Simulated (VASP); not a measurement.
Input of a VASP 6.6.1 run:

File INCAR:

```
PREC = Accurate ; ENCUT = 520
EDIFF = 1E-7 ; ISMEAR = -1
SIGMA = 0.05 ; LREAL = False
LASPH = True ; NELM = 60
ALGO = Normal ; ISIF = 2
LWAVE = False ; LCHARG = False
GGA = PS ; IVDW = 13
NBANDS = 56
```

The input KPOINTS:

```
regular mesh
0
Gamma
  5 5 6
```

POSCAR

```
HfO2
1.0
    5.1082528234      0.0000000000      0.0000000000
    0.0000000000      5.1263186841      0.0000000000
    0.0000000000      0.0000000000      4.8831537088
Hf O
4 8
Direct
    0.2207387422      0.7800535737      0.2717256716
    0.7207387422      0.7199464263      0.7282743284
    0.7792612578      0.2199464263      0.2717256716
    0.2792612578      0.2800535737      0.7282743284
    0.1772263774      0.1731729550      0.1069621113
    0.6772263774      0.3268270450      0.8930378887
    0.8227736226      0.8268270450      0.1069621113
    0.3227736226      0.6731729550      0.8930378887
    0.0000000000      0.5000000000      0.4980151345
    0.5000000000      0.0000000000      0.5019848655
    0.0000000000      0.0000000000      0.5783762505
    0.5000000000      0.5000000000      0.4216237495
```

Potentials or basis: VASP PAW PBE potentials, release 64 (Hf_pv, O).

The run is started by

```sh
$ cat potpaw_PBE.64/Hf_pv/POTCAR potpaw_PBE.64/O/POTCAR > POTCAR
$ mpirun -np 1 vasp_std > vasp.out
```

(1) Estimate the pressure.

(2) What does it give for the largest force?

(3) What does it give for the band gap on the k mesh?

Answers

(1) -3.2 GPa.

(2) 0.082 eV/Å.

(3) 3.69 eV.

Caveat: the cell stands under tension; the PAW data sets were made with another functional, which shifts forces and pressure a little; spin-orbit coupling is left out, which moves the levels of the heavy elements.
